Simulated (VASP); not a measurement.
Wanted: the native input for a VASP 6.6.1 run.

```
Task                   : single point
Functional             : LDA
Potentials or basis    : VASP PAW LDA potentials, release 64 (La, Te)
Cutoff                 : 520 eV
k mesh                 : 10 × 10 × 10
Occupations            : fermi-dirac, width 0.08 eV
Spin                   : no spin polarisation
Dipole correction      : no
Further INCAR settings : ALGO = Normal; EDIFF = 1e-06; NBANDS = 16
```

The structure of LaTe lies in POSCAR:

```
LaTe
1.0
    0.0321100000      3.2270550000      3.2270550000
    3.2270550000      0.0321100000      3.2270550000
    3.2270550000      3.2270550000      0.0321100000
La Te
1 1
Direct
    0.0000000000      0.0000000000      0.0000000000
    0.5000000000      0.5000000000      0.5000000000
```

This cell differs from its parent crystal: equal xy, yz and zx shear strains of +1 %.

One way to write it, as run:

INCAR

```
SYSTEM = LaTe
PREC = Accurate
ENCUT = 520
EDIFF = 1E-6
ISMEAR = -1
SIGMA = 0.08
LREAL = .FALSE.
LASPH = .TRUE.
NELM = 60
ALGO = Normal
ISIF = 2
LWAVE = .FALSE.
LCHARG = .TRUE.
LELF = .TRUE.
LVHAR = .TRUE.
NBANDS = 16
```

KPOINTS

```
Automatic mesh
0
G
  10 10 10
  0 0 0
```

Potentials or basis: VASP PAW LDA potentials, release 64 (La, Te).

Run with:

```sh
$ cat potpaw_LDA.64/La/POTCAR potpaw_LDA.64/Te/POTCAR > POTCAR
$ mpirun -np 1 vasp_std > vasp.out
```

Results of the run:

- Pressure: -2.1 GPa
- Band gap on the k mesh: zero (an odd number of electrons rules out a gap without spin polarisation)

Caveat: the cell differs from its parent crystal (equal xy, yz and zx shear strains of +1 %); spin-orbit coupling is left out, which moves the levels of the heavy elements.

Wall time 3.4 min on 1 thread of Oxide Virtual Turin-like Processor, on a shared host, peak memory 0.25 GiB.
